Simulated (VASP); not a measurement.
# Ta4S in VASP: relaxation of the atoms with LDA

Aim: the relaxation of the atoms of Ta4S with LDA.

All numbers are computed with VASP 6.6.1; they aren't measurements. Logs are shortened: lines on timing, memory, paths and dates and some standing lists are left out, and cuts for length are marked.

### Step 1. The cell of the first run

The cell holds a slab with vacuum, 5 atoms: a = 3.253 Å, b = 3.253 Å, c = 20.213 Å, α = 90.00°, β = 90.00°, γ = 90.00°.

### Step 2. Relaxation of the atoms, LDA

Input file INCAR:

```
SYSTEM = Ta4S
PREC     = Accurate       ! precision mode
ENCUT    = 520            ! plane-wave cutoff, eV
EDIFF    = 1E-6           ! SCF threshold, eV
ISMEAR   = 0              ! smearing method
SIGMA    = 0.1            ! smearing width, eV
LREAL    = .FALSE.        ! projectors in reciprocal space
LASPH    = .TRUE.         ! aspherical terms in the spheres
NELM     = 100            ! most SCF steps
ALGO     = Normal         ! electronic algorithm
ISIF     = 2              ! what is computed and relaxed
LWAVE    = .FALSE.        ! write WAVECAR
LCHARG   = .FALSE.        ! write CHGCAR
LDIPOL   = .TRUE.       
IDIPOL   = 3            
DIPOL    = 0.5 0.5 0.360
GGA      = CA             ! functional
IBRION   = 2              ! ionic algorithm
NSW      = 50             ! ionic steps
EDIFFG   = -0.025         ! ionic threshold
```

Input file KPOINTS:

```
Automatic mesh
0
G
  8 8 1
  0 0 0
```

Input file POSCAR:

```
Ta4S
1.0
    3.2528501163      0.0000000000      0.0000000000
    0.0000000000      3.2528501163      0.0000000000
    0.0000000000      0.0000000000     20.2133955625
Ta S
4 1
Selective dynamics
Direct
    0.5000000000      0.5000000000      0.1978885728  F F F
    0.0000000000      0.0000000000      0.2783513062  F F F
    0.5000000000      0.5000000000      0.3580225063  F F F
    0.0000000000      0.0000000000      0.4310703531  T T T
    0.2500000000      0.2500000000      0.5326927055  F F T
```

Potentials or basis: VASP PAW LDA potentials, release 64 (Ta_pv, S).

On the command line:

```
$ cat potpaw_LDA.64/Ta_pv/POTCAR potpaw_LDA.64/S/POTCAR > POTCAR
$ mpirun -np 1 vasp_std > vasp.out
```

OUTCAR:

```text
SYSTEM = Ta4S
   PREC = Accurate
   ENCUT = 520
   EDIFF = 1E-6
   ISMEAR = 0
   LREAL = .FALSE.
   LASPH = .TRUE.
   NELM = 100
   ISIF = 2
   GGA = CA
   IBRION = 2
   NSW = 50
   EDIFFG = -0.025

 ion  position               nearest neighbor table
   1  0.500  0.500  0.198-   2 2.82   2 2.82   2 2.82   2 2.82   3 3.24
   2  0.000  0.000  0.278-   3 2.81   3 2.81   3 2.81   3 2.81   1 2.82   1 2.82   1 2.82   1 2.82
                             4 3.09
   3  0.500  0.500  0.358-   4 2.73   4 2.73   4 2.73   4 2.73   2 2.81   2 2.81   2 2.81   2 2.81
                             1 3.24
   4  0.000  0.000  0.431-   5 2.35   3 2.73   3 2.73   3 2.73   3 2.73   2 3.09
   5  0.250  0.250  0.533-   4 2.35

  LATTYP: Found a simple tetragonal cell.
 ALAT       =     3.2528501163
 C/A-ratio  =     6.2140568547

  Lattice vectors:

 A1 = (   3.2528501163,   0.0000000000,   0.0000000000)
 A2 = (   0.0000000000,   3.2528501163,   0.0000000000)
 A3 = (   0.0000000000,   0.0000000000,  20.2133955625)

Analysis of symmetry for initial positions (statically):
=====================================================================
 Subroutine PRICEL returns:
 Original cell was already a primitive cell.

 Routine SETGRP: Setting up the symmetry group for a
 simple tetragonal supercell.

 Subroutine GETGRP returns: Found  2 space group operations
 (whereof  2 operations were pure point group operations)
 out of a pool of 16 trial point group operations.

The static configuration has the point symmetry C_1h.

Analysis of symmetry for dynamics (positions and initial velocities):
=====================================================================
 Subroutine PRICEL returns:
 Original cell was already a primitive cell.

 Routine SETGRP: Setting up the symmetry group for a
 simple tetragonal supercell.

 Subroutine GETGRP returns: Found  2 space group operations
 (whereof  2 operations were pure point group operations)
 out of a pool of 16 trial point group operations.

The dynamic configuration has the point symmetry C_1h.

Analysis of constrained symmetry for selective dynamics:
=====================================================================
 Subroutine PRICEL returns:
 Original cell was already a primitive cell.

 Routine SETGRP: Setting up the symmetry group for a
 simple tetragonal supercell.

 Subroutine GETGRP returns: Found  2 space group operations
 (whereof  2 operations were pure point group operations)
 out of a pool of 16 trial point group operations.

The constrained configuration has the point symmetry C_1h.

 Subroutine INISYM returns: Found  2 space group operations
 (whereof  2 operations are pure point group operations),
 and found     1 'primitive' translations

----------------------------------------------------------------------------------------

                                     Primitive cell

  volume of cell :     213.8786

  direct lattice vectors                    reciprocal lattice vectors
     3.252850116  0.000000000  0.000000000     0.307422711  0.000000000  0.000000000
     0.000000000  3.252850116  0.000000000     0.000000000  0.307422711  0.000000000
     0.000000000  0.000000000 20.213395563     0.000000000  0.000000000  0.049472143

  length of vectors
     3.252850116  3.252850116 20.213395563     0.307422711  0.307422711  0.049472143

  position of ions in fractional coordinates (direct lattice)
     0.500000000  0.500000000  0.197888573
     0.000000000  0.000000000  0.278351306
     0.500000000  0.500000000  0.358022506
     0.000000000  0.000000000  0.431070353
     0.250000000  0.250000000  0.532692705

  ion indices of the primitive-cell ions
   primitive index   ion index
                 1           1
                 2           2
                 3           3
[... 51 lines left out ...]
  0.500000  0.500000  0.000000      1.000000
   k-points           NKPTS =     21   k-points in BZ     NKDIM =     21   number of bands    NBANDS=     30
   number of dos      NEDOS =    301   number of ions     NIONS =      5
   total plane-waves  NPLWV =  86400
   dimension x,y,z NGX =    24 NGY =   24 NGZ =  150
   dimension x,y,z NGXF=    48 NGYF=   48 NGZF=  300
   ions per type =               4   1
   NGX,Y,Z   is equivalent  to a cutoff of  12.27, 12.27, 12.34 a.u.
   NGXF,Y,Z  is equivalent  to a cutoff of  24.53, 24.53, 24.67 a.u.
 SYSTEM =  Ta4S
   PREC   = accura    normal or accurate (medium, high low for compatibility)
   ISTART =      0    job   : 0-new  1-cont  2-samecut
   ICHARG =      2    charge: 1-file 2-atom 10-const
   ISPIN  =      1    spin polarized calculation?
   LNONCOLLINEAR =      F non collinear calculations
   LSORBIT =      F    spin-orbit coupling
   LASPH  =      T    aspherical Exc in radial PAW
   ENCUT  =  520.0 eV  38.22 Ry    6.18 a.u.   6.05  6.05 37.58*2*pi/ulx,y,z
   NELM   =    100;   NELMIN=  2; NELMDL= -5     # of ELM steps
   EDIFF  = 0.1E-05   stopping-criterion for ELM
   LREAL  =      F    real-space projection
   EDIFFG = -.3E-01   stopping-criterion for IOM
   NSW    =     50    number of steps for IOM
   IBRION =      2    ionic relax: 0-MD 1-quasi-New 2-CG
   NFREE  =      1    steps in history (QN), initial steepest desc. (CG)
   ISIF   =      2    stress and relaxation
   ISYM   =      2    0-nonsym 1-usesym 2-fastsym
   POTIM  = 0.5000    time-step for ionic-motion
   TEBEG  =    0.0;   TEEND  =   0.0 temperature during run
   PSTRESS=    0.0 pullay stress
   NELECT =      50.0000    total number of electrons
   NUPDOWN=      -1.0000    fix difference up-down
   EMIN   =  10.00;   EMAX   =-10.00  energy-range for DOS
   EFERMI =   0.00;   METHOD = LEGACY
   ISMEAR =     0;   SIGMA  =   0.10  broadening in eV -4-tet -1-fermi 0-gaus
   EFERMI_NEDOS =   21; number of points for ismear=-14 and -15
   IALGO  =     38    algorithm
   IMIX   =      4    mixing-type and parameters
     AMIX     =   0.40;   BMIX     =  1.00
     AMIX_MAG =   1.60;   BMIX_MAG =  1.00
  volume/ion in A,a.u.               =      42.78       288.66
  Fermi-wavevector in a.u.,A,eV,Ry     =   1.008500  1.905788 13.838096  1.017071
  Thomas-Fermi vector in A             =   2.141370
   LORBIT       =      0    0 simple, 1 ext, 2 COOP (PROOUT), +10 PAW based schemes
   GGA     = CA    functional components
   LHFCALC =     F    Hartree Fock is set to
   AEXX    =    0.0000 exact exchange contribution
   IVDW    =     0    specifies the selected vdW correction
   LEPSILON=     F    determine dielectric tensor
   LRPA    =     F    only Hartree local field effects (RPA)
 conjugate gradient relaxation of ions
 non-spin polarized calculation
 Gauss-broadening in eV      SIGMA  =   0.10
  energy-cutoff  :      520.00
  volume of cell :      213.88
 maximum number of plane-waves:      5812
   NGX = 13   NGY = 13   NGZ = 75

--------------------------------------- Ionic step        1  -------------------------------------------

 number of electron      50.0000007 magnetization

 Free energy of the ion-electron system (eV)
  ---------------------------------------------------
  ext. energy  EPLUGINS =         0.00000000
  ---------------------------------------------------
  free energy    TOTEN  =       -53.17615422 eV

  energy without entropy =      -53.15421345  energy(sigma->0) =      -53.16518384

------------------------ aborting loop because EDIFF is reached ----------------------------------------

  FORCE on cell =-STRESS in cart. coord.  units (eV):
  Direction    XX          YY          ZZ          XY          YZ          ZX
  --------------------------------------------------------------------------------------
  -------------------------------------------------------------------------------------
  Total       -3.4789908     -3.4789908     -2.1959367      0.7787619      0.2482066      0.2482065
  in kB      -26.0613247    -26.0613247    -16.4498908      5.8337512      1.8593300      1.8593298
  external PRESSURE =     -22.8575134 kB  Pullay stress =       0.0000000 kB
[... 98 lines left out ...]
  FREE ENERGIE OF THE ION-ELECTRON SYSTEM (eV)
  ---------------------------------------------------
  free  energy   TOTEN  =       -53.4846455813 eV

  energy  without entropy=      -53.4637945167  energy(sigma->0) =      -53.47422005

 E-fermi :  -0.0105     XC(G=0):  -6.1481

 val. band max:       -0.0339431697   @ k =   0.2500   0.2500   0.0000
 cond. band min:      -0.0100328243   @ k =  -0.1250   0.2500   0.0000
 fundamental gap:      0.0239103454
 Fermi energy:        -0.0105220290

 k-point     1 :       0.0000    0.0000    0.0000
  band No.  band energies     occupation
      1     -35.0918      2.00000
      2     -34.7333      2.00000
      3     -34.6422      2.00000
      4     -34.5486      2.00000
      5     -34.5156      2.00000
      6     -34.4940      2.00000
[... 682 lines left out ...]
     29       2.2810      0.00000
     30       2.5332      0.00000

 dipolmoment           0.000000      0.000000     -0.019138 electrons x Angstroem

 vacuum level on the upper side and lower side of the slab       (xc-potential included)        -0.082        -0.555

[... ionic steps 4 to 36 ...]

--------------------------------------- Ionic step       37  -------------------------------------------

 number of electron      50.0000000 magnetization

------------------------ aborting loop because EDIFF is reached ----------------------------------------
[... 73 lines left out ...]
--------------------------------------- Ionic step       39  -------------------------------------------

 number of electron      50.0000000 magnetization

 dipolmoment           0.000000      0.000000      0.030750 electrons x Angstroem

 Free energy of the ion-electron system (eV)
  ---------------------------------------------------
  ext. energy  EPLUGINS =         0.00000000
  ---------------------------------------------------
  free energy    TOTEN  =       -54.08443728 eV

  energy without entropy =      -54.05636097  energy(sigma->0) =      -54.07039913

 E-fermi :   0.0996     XC(G=0):  -6.1314

 val. band max:        0.0647905290   @ k =   0.5000   0.1250   0.0000
 cond. band min:       0.1368237487   @ k =   0.3750   0.1250   0.0000
 fundamental gap:      0.0720332198
 Fermi energy:         0.0996331282

 k-point     1 :       0.0000    0.0000    0.0000
  band No.  band energies     occupation
      1     -34.6505      2.00000
      2     -34.6027      2.00000
      3     -34.4431      2.00000
      4     -34.3916      2.00000
      5     -34.3886      2.00000
      6     -34.3784      2.00000
[... 682 lines left out ...]
     29       2.6331      0.00000
     30       3.0264      0.00000

------------------------ aborting loop because EDIFF is reached ----------------------------------------

 vacuum level on the upper side and lower side of the slab       (xc-potential included)         0.111        -0.466

  FORCE on cell =-STRESS in cart. coord.  units (eV):
  Direction    XX          YY          ZZ          XY          YZ          ZX
  --------------------------------------------------------------------------------------
  -------------------------------------------------------------------------------------
  Total       -6.1855610     -6.1855610     -3.9549936      0.7660354      3.4532380      3.4532382
  in kB      -46.3364008    -46.3364008    -29.6270893      5.7384162     25.8684090     25.8684100
  external PRESSURE =     -40.7666303 kB  Pullay stress =       0.0000000 kB
[... 20 lines left out ...]
  FREE ENERGIE OF THE ION-ELECTRON SYSTEM (eV)
  ---------------------------------------------------
  free  energy   TOTEN  =       -54.0844372814 eV

  energy  without entropy=      -54.0563609741  energy(sigma->0) =      -54.07039913

 reached required accuracy - stopping structural energy minimisation

 vacuum level on the upper side and lower side of the slab         4.672         4.080
```

It took 30 min on 1 thread of Intel Xeon 6975P-C (Granite Rapids), shared host; peak memory 0.3 GiB.

What came out:

```yaml
Free_energy: -54.0844 eV
Energy_gained_by_relaxing: 181.7 meV/atom
Ionic_steps: 39
Band_gap_on_the_k_mesh: zero (bands 25 and 26 overlap by 0.42 eV)
```

Step by step:
```tsv
step	energy change (eV)	largest force on free atoms (eV/Å)	pressure (GPa)
1	0.0000	3.4047	-2.29
2	-0.2869	1.5772	-1.57
3	-0.3085	1.0451	-1.86
4	-0.3706	0.7933	-2.43
5	-0.4660	0.5083	-3.99
6	-0.4845	0.6183	-4.65
7	-0.4687	1.1089	-5.81
8	-0.4889	0.7751	-4.98
9	-0.5050	0.8547	-4.89
10	-0.5128	0.3356	-4.94
11	-0.5213	0.2859	-4.92
12	-0.5396	0.2509	-4.86
13	-0.5526	0.5008	-4.70
14	-0.5247	2.7100	-4.07
15	-0.5557	0.5986	-4.66
16	-0.5615	1.4780	-4.46
17	-0.5623	1.0519	-4.56
18	-0.5647	1.0629	-4.54
19	-0.5723	1.1011	-4.48
20	-0.5880	1.2030	-4.37
21	-0.6208	1.4928	-4.12
22	-0.6757	2.3547	-3.41
23	-0.3970	4.2366	-1.00
24	-0.6789	2.4926	-3.27
25	-0.7004	2.4927	-3.09
26	-0.7284	2.4678	-2.55
27	-0.7551	2.1826	-2.59
28	-0.8150	1.3394	-2.67
29	-0.8454	0.6189	-2.72
30	-0.8490	0.4081	-2.73
31	-0.8523	0.3941	-2.77
32	-0.8616	0.3546	-2.88
33	-0.8775	0.2829	-3.11
34	-0.8987	0.1857	-3.53
35	-0.9023	0.2787	-4.29
36	-0.9068	0.2008	-3.99
37	-0.9075	0.1417	-4.06
38	-0.9079	0.0546	-4.03
39	-0.9083	0.0219	-4.08
```

Final structure:
```
CELL_PARAMETERS angstrom
3.25285 0.00000 0.00000
0.00000 3.25285 0.00000
0.00000 0.00000 20.21340
ATOMIC_POSITIONS crystal
Ta 0.50000 0.50000 0.19789
Ta 0.00000 0.00000 0.27835
Ta 0.50000 0.50000 0.35802
Ta 0.78172 0.78172 0.46790
S 0.25000 0.25000 0.51642
```

Levels at points of the mesh, in eV from the Fermi level:
| k point | band 21 | band 22 | band 23 | band 24 | band 25 | band 26 | band 27 | band 28 | band 29 | band 30 |
| --- | --- | --- | --- | --- | --- | --- | --- | --- | --- | --- |
| (0.00, 0.00, 0.00) | -2.43 | -1.53 | -0.40 | -0.08 | 0.36 | 0.38 | 0.91 | 1.13 | 1.35 | 1.46 |
| (0.50, 0.00, 0.00) | -1.45 | -1.15 | -1.06 | -0.81 | -0.58 | -0.06 | 0.92 | 1.11 | 1.25 | 1.75 |
| (0.50, 0.50, 0.00) | -2.04 | -1.62 | -1.40 | -0.06 | -0.06 | 0.84 | 2.06 | 2.28 | 2.53 | 2.93 |

Caveat: spin-orbit coupling is left out, which moves the levels of the heavy elements.

The gap in the log of VASP goes by the Fermi energy; the results here count the filled bands.